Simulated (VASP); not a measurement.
Input of a VASP 6.6.1 run:

INCAR

```
SYSTEM = Al2Cl
PREC = Accurate ; ENCUT = 600
EDIFF = 1E-7 ; ISMEAR = 0
SIGMA = 0.1 ; LREAL = .False.
LASPH = .True. ; NELM = 80
ALGO = Normal ; ISIF = 3
LWAVE = .False. ; LCHARG = .False.
GGA = PE ; IBRION = 2
NSW = 100 ; EDIFFG = -0.01
```

Contents of KPOINTS:

```
regular mesh
0
Gamma
  12 12 10
  0 0 0
```

Contents of POSCAR:

```
Al2Cl
1.0
    3.8233144758      0.0000000000      0.0000000000
    0.0000000000      3.8233144758      0.0000000000
    0.0000000000      0.0000000000      4.9778440778
Al Cl
2 1
Direct
    0.5000000000      0.0000000000      0.2054196620
    0.0000000000      0.5000000000      0.2054196620
    0.0000000000      0.0000000000      0.6700694960
```

Potentials or basis: VASP PAW PBE potentials, release 64 (Al, Cl).

Launch:

```bash
$ cat potpaw_PBE.64/Al/POTCAR potpaw_PBE.64/Cl/POTCAR > POTCAR
$ mpirun -np 1 vasp_std > vasp.out
```

What does it give for the relaxed volume?

24.37 Å³/atom.

What does it give for the relaxed cell?

a = 3.818 Å, b = 3.818 Å, c = 5.016 Å, α = 90.00°, β = 90.00°, γ = 90.00°.

Estimate the space group after relaxing (to 0.05 Å).

P4mm (No. 99).

Step by step:
```tsv
step	energy change (eV)	largest force (eV/Å)	pressure (GPa)	volume (Å³)
1	0.0000	0.0417	0.12	72.76
2	-0.0009	0.0237	0.03	72.96
3	-0.0012	0.0096	-0.04	73.11
```

Caveat: an odd number of electrons without spin polarisation forces a metal; a magnetic or distorted state may lie lower.
